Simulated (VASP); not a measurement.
A run of VASP 6.6.1 is set up as follows.

INCAR

```
PREC = Accurate
ENCUT = 520
EDIFF = 1E-7
ISMEAR = 1
SIGMA = 0.6
LREAL = False
LASPH = True
NELM = 80
ALGO = Normal
ISIF = 2
LWAVE = False
LCHARG = False
GGA = PE
NBANDS = 21
```

KPOINTS

```
Automatic mesh
0
Gamma
  13 13 7
```

POSCAR

```
Ru
1.0
    2.7235595794      0.0000000000      0.0000000000
   -1.3617797897      2.3586717845      0.0000000000
    0.0000000000      0.0000000000      4.2890849607
Ru
2
Direct
    0.3333333333      0.6666666667      0.2500000000
    0.6666666667      0.3333333333      0.7500000000
```

Potentials or basis: VASP PAW PBE potentials, release 64 (Ru_pv).

Command:

```sh
$ cat potpaw_PBE.64/Ru_pv/POTCAR > POTCAR
$ mpirun -np 1 vasp_std > vasp.out
```

Q: Predict the band gap on the k mesh.

A: Zero (band 14 reaches 13.99 eV, above the bottom of band 15 at 11.05 eV).

Q: Predict the pressure.

A: -0.4 GPa.

Stress tensor (GPa, compression positive):
```
-0.60  0.00  0.00
 0.00 -0.60  0.00
 0.00  0.00 -0.11
```
